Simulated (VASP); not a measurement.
# ScHg (Pm-3m) in VASP: further runs

Runs on ScHg. Level: LDA. Tasks: single point.

Everything below comes from runs of VASP 6.6.1. Logs are shortened: lines on timing, memory, paths and dates and some standing lists are left out, and cuts for length are marked.

### Step 1. The cell of the first run

Symmetry: Pm-3m, No. 221, cubic system. Conventional cell: a = 3.503 Å, b = 3.503 Å, c = 3.503 Å, α = 90.00°, β = 90.00°, γ = 90.00°. Sc (site symmetry m-3m) has 8 Hg at 3.03 Å and 6 Sc at 3.50 Å within 4.0 Å. Hg (site symmetry m-3m) has 8 Sc at 3.03 Å and 6 Hg at 3.50 Å within 4.0 Å.

### Step 2. Single point, LDA

File INCAR:

```
PREC     = Accurate       # precision mode
ENCUT    = 520            # plane-wave cutoff, eV
EDIFF    = 1E-7           # SCF threshold, eV
ISMEAR   = 1              # smearing method
SIGMA    = 0.1            # smearing width, eV
LREAL    = False          # projectors in reciprocal space
LASPH    = True           # aspherical terms in the spheres
NELM     = 100            # most SCF steps
ALGO     = Normal         # electronic algorithm
ISIF     = 2              # what is computed and relaxed
LWAVE    = False          # write WAVECAR
LCHARG   = False          # write CHGCAR
GGA      = CA             # functional
NBANDS   = 18             # bands
```

File KPOINTS:

```
Automatic mesh
0
Gamma
  8 8 8
```

File POSCAR:

```
ScHg
1.0
    3.5030470293      0.0000000000      0.0000000000
    0.0000000000      3.5030470293      0.0000000000
    0.0000000000      0.0000000000      3.5030470293
Sc Hg
1 1
Direct
    0.5000000000      0.5000000000      0.5000000000
    0.0000000000      0.0000000000      0.0000000000
```

Potentials or basis: VASP PAW LDA potentials, release 64 (Sc_sv, Hg).

The run is started by

```bash
> cat potpaw_LDA.64/Sc_sv/POTCAR potpaw_LDA.64/Hg/POTCAR > POTCAR
> mpirun -np 1 vasp_std > vasp.out
```

OUTCAR:

```text
PREC = Accurate
   ENCUT = 520
   EDIFF = 1E-7
   ISMEAR = 1
   LREAL = False
   LASPH = True
   NELM = 100
   ISIF = 2
   GGA = CA

 ion  position               nearest neighbor table
   1  0.500  0.500  0.500-   2 3.03   2 3.03   2 3.03   2 3.03   2 3.03   2 3.03   2 3.03   2 3.03

   2  0.000  0.000  0.000-   1 3.03   1 3.03   1 3.03   1 3.03   1 3.03   1 3.03   1 3.03   1 3.03

  LATTYP: Found a simple cubic cell.
 ALAT       =     3.5030470293

  Lattice vectors:

 A1 = (   3.5030470293,   0.0000000000,   0.0000000000)
 A2 = (   0.0000000000,   3.5030470293,   0.0000000000)
 A3 = (   0.0000000000,   0.0000000000,   3.5030470293)

Analysis of symmetry for initial positions (statically):
=====================================================================
 Subroutine PRICEL returns:
 Original cell was already a primitive cell.

 Routine SETGRP: Setting up the symmetry group for a
 simple cubic supercell.

 Subroutine GETGRP returns: Found 48 space group operations
 (whereof 48 operations were pure point group operations)
 out of a pool of 48 trial point group operations.

The static configuration has the point symmetry O_h .

Analysis of symmetry for dynamics (positions and initial velocities):
=====================================================================
 Subroutine PRICEL returns:
 Original cell was already a primitive cell.

 Routine SETGRP: Setting up the symmetry group for a
 simple cubic supercell.

 Subroutine GETGRP returns: Found 48 space group operations
 (whereof 48 operations were pure point group operations)
 out of a pool of 48 trial point group operations.

The dynamic configuration has the point symmetry O_h .

 Subroutine INISYM returns: Found 48 space group operations
 (whereof 48 operations are pure point group operations),
 and found     1 'primitive' translations

----------------------------------------------------------------------------------------

                                     Primitive cell

  volume of cell :      42.9871

  direct lattice vectors                    reciprocal lattice vectors
     3.503047029  0.000000000  0.000000000     0.285465765  0.000000000  0.000000000
     0.000000000  3.503047029  0.000000000     0.000000000  0.285465765  0.000000000
     0.000000000  0.000000000  3.503047029     0.000000000  0.000000000  0.285465765

  length of vectors
[... 73 lines left out ...]
   PREC   = accura    normal or accurate (medium, high low for compatibility)
   ISTART =      0    job   : 0-new  1-cont  2-samecut
   ICHARG =      2    charge: 1-file 2-atom 10-const
   ISPIN  =      1    spin polarized calculation?
   LNONCOLLINEAR =      F non collinear calculations
   LSORBIT =      F    spin-orbit coupling
   LASPH  =      T    aspherical Exc in radial PAW
   ENCUT  =  520.0 eV  38.22 Ry    6.18 a.u.   6.51  6.51  6.51*2*pi/ulx,y,z
   NELM   =    100;   NELMIN=  2; NELMDL= -5     # of ELM steps
   EDIFF  = 0.1E-06   stopping-criterion for ELM
   LREAL  =      F    real-space projection
   EDIFFG = 0.1E-05   stopping-criterion for IOM
   NSW    =      0    number of steps for IOM
   IBRION =     -1    ionic relax: 0-MD 1-quasi-New 2-CG
   NFREE  =      0    steps in history (QN), initial steepest desc. (CG)
   ISIF   =      2    stress and relaxation
   ISYM   =      2    0-nonsym 1-usesym 2-fastsym
   POTIM  = 0.5000    time-step for ionic-motion
   TEBEG  =    0.0;   TEEND  =   0.0 temperature during run
   PSTRESS=    0.0 pullay stress
   NELECT =      23.0000    total number of electrons
   NUPDOWN=      -1.0000    fix difference up-down
   EMIN   =  10.00;   EMAX   =-10.00  energy-range for DOS
   EFERMI =   0.00;   METHOD = LEGACY
   ISMEAR =     1;   SIGMA  =   0.10  broadening in eV -4-tet -1-fermi 0-gaus
   EFERMI_NEDOS =   21; number of points for ismear=-14 and -15
   IALGO  =     38    algorithm
   IMIX   =      4    mixing-type and parameters
     AMIX     =   0.40;   BMIX     =  1.00
     AMIX_MAG =   1.60;   BMIX_MAG =  1.00
  volume/ion in A,a.u.               =      21.49       145.05
  Fermi-wavevector in a.u.,A,eV,Ry     =   1.329040  2.511522 24.032624  1.766348
  Thomas-Fermi vector in A             =   2.458233
   LORBIT       =      0    0 simple, 1 ext, 2 COOP (PROOUT), +10 PAW based schemes
   GGA     = CA    functional components
   LHFCALC =     F    Hartree Fock is set to
   AEXX    =    0.0000 exact exchange contribution
   IVDW    =     0    specifies the selected vdW correction
   LEPSILON=     F    determine dielectric tensor
   LRPA    =     F    only Hartree local field effects (RPA)
 non-spin polarized calculation
 Methfessel and Paxton  Order N= 1 SIGMA  =   0.10
  energy-cutoff  :      520.00
  volume of cell :       42.99
 maximum number of plane-waves:      1189
 NGX is ok and might be reduce to    28
   NGX = 13   NGY = 13   NGZ = 13

 number of electron      23.0000004 magnetization

 Free energy of the ion-electron system (eV)
  ---------------------------------------------------
  ext. energy  EPLUGINS =         0.00000000
  ---------------------------------------------------
  free energy    TOTEN  =        -8.80685148 eV

  energy without entropy =       -8.80685908  energy(sigma->0) =       -8.80685401

 E-fermi :   4.2218     XC(G=0): -11.2180

 val. band max:        4.2207738945   @ k =   0.3750   0.0000   0.0000
 cond. band min:       4.2489966571   @ k =   0.3750   0.2500   0.0000
 fundamental gap:      0.0282227625
 Fermi energy:         4.2218230043

 k-point     1 :       0.0000    0.0000    0.0000
  band No.  band energies     occupation
      1     -45.3395      2.00000
      2     -24.2489      2.00000
      3     -24.2489      2.00000
      4     -24.2489      2.00000
      5      -4.2714      2.00000
      6      -3.7128      2.00000
[... 481 lines left out ...]
      5      -3.6657      2.00000
      6      -3.3840      2.00000
[... 10 lines left out ...]
     17       8.2155      0.00000
     18      10.2589      0.00000

 [... further k-points ...]
[... 5 lines left out ...]
  --------------------------------------------------------------------------------------
  -------------------------------------------------------------------------------------
  Total       -1.3586311     -1.3586311     -1.3586311      0.0000000     -0.0000000      0.0000000
  in kB      -50.6377308    -50.6377308    -50.6377308      0.0000000     -0.0000000      0.0000000
  external PRESSURE =     -50.6377308 kB  Pullay stress =       0.0000000 kB

 VOLUME and BASIS-vectors are now :
 -----------------------------------------------------------------------------
  energy-cutoff  :      520.00
  volume of cell :       42.99
      direct lattice vectors                 reciprocal lattice vectors
     3.503047029  0.000000000  0.000000000     0.285465765  0.000000000  0.000000000
     0.000000000  3.503047029  0.000000000     0.000000000  0.285465765  0.000000000
     0.000000000  0.000000000  3.503047029     0.000000000  0.000000000  0.285465765

 POSITION                                       TOTAL-FORCE (eV/Angst)
 -----------------------------------------------------------------------------------
      1.75152      1.75152      1.75152         0.000000      0.000000      0.000000
      0.00000      0.00000      0.00000         0.000000      0.000000      0.000000
 -----------------------------------------------------------------------------------
    total drift:                                0.000000      0.000000      0.000000

  FREE ENERGIE OF THE ION-ELECTRON SYSTEM (eV)
  ---------------------------------------------------
  free  energy   TOTEN  =        -8.8068514793 eV

  energy  without entropy=       -8.8068590769  energy(sigma->0) =       -8.80685401
```

It took 24 s on 1 thread of Intel Xeon Platinum 8488C (Sapphire Rapids), shared host; peak memory 0.16 GiB.

Results:

| Property | Result |
| --- | --- |
| Free energy | -8.8069 eV |
| Pressure | -5.1 GPa |

Levels at points of the mesh, in eV from the Fermi level:
| k point | band 10 | band 11 | band 12 | band 13 | band 14 | band 15 |
| --- | --- | --- | --- | --- | --- | --- |
| (0.00, 0.00, 0.00) | -7.14 | 0.26 | 0.26 | 2.34 | 2.34 | 2.34 |
| (0.50, 0.00, 0.00) | -5.05 | -3.80 | -0.05 | 0.73 | 0.73 | 2.14 |
| (0.50, 0.50, 0.00) | -4.07 | -0.94 | -0.94 | 0.51 | 1.94 | 1.94 |
| (0.50, 0.50, 0.50) | -1.75 | -1.75 | -1.75 | -0.96 | 2.85 | 2.85 |

Caveat: spin-orbit coupling is left out, which moves the levels of the heavy elements.

[end of part 1 of 2]
